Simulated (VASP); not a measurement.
Input of a VASP 6.6.1 run:

The input INCAR:

```
SYSTEM = In
ALGO     = Fast           ! electronic algorithm
EDIFF    = 1E-6           ! SCF threshold, eV
ENCUT    = 520            ! plane-wave cutoff, eV
GGA      = PE             ! functional
ISIF     = 2              ! what is computed and relaxed
ISMEAR   = -1             ! smearing method
IVDW     = 12             ! dispersion correction
LASPH    = .TRUE.         ! aspherical terms in the spheres
LCHARG   = .FALSE.        ! write CHGCAR
LREAL    = .FALSE.        ! projectors in reciprocal space
LWAVE    = .FALSE.        ! write WAVECAR
NBANDS   = 20             ! bands
NELM     = 60             ! most SCF steps
PREC     = Accurate       ! precision mode
SIGMA    = 0.05           ! smearing width, eV
```

Contents of KPOINTS:

```
k-points
0
G
  9 9 5
  0 0 0
```

The input POSCAR:

```
In
1.0
    3.3293475889      0.0000000000      0.0000000000
   -1.6646737945      2.8832995900      0.0000000000
    0.0000000000      0.0000000000      5.4374787885
In
2
Direct
    0.6666666667      0.3333333333      0.7500000000
    0.3333333333      0.6666666667      0.2500000000
```

Potentials or basis: VASP PAW PBE potentials, release 64 (In_d).

The run is started by

```console
$ cat potpaw_PBE.64/In_d/POTCAR > POTCAR
$ mpirun -np 1 vasp_std > vasp.out
```

Problem. Predict the dispersion energy per atom.

Solution. -0.339 eV.

Problem. Predict the band gap on the k mesh.

Solution. Zero (bands 13 and 14 overlap by 4.18 eV).

Problem. Estimate the pressure.

Solution. 0.0 GPa.

Caveat: spin-orbit coupling is left out, which moves the levels of the heavy elements.
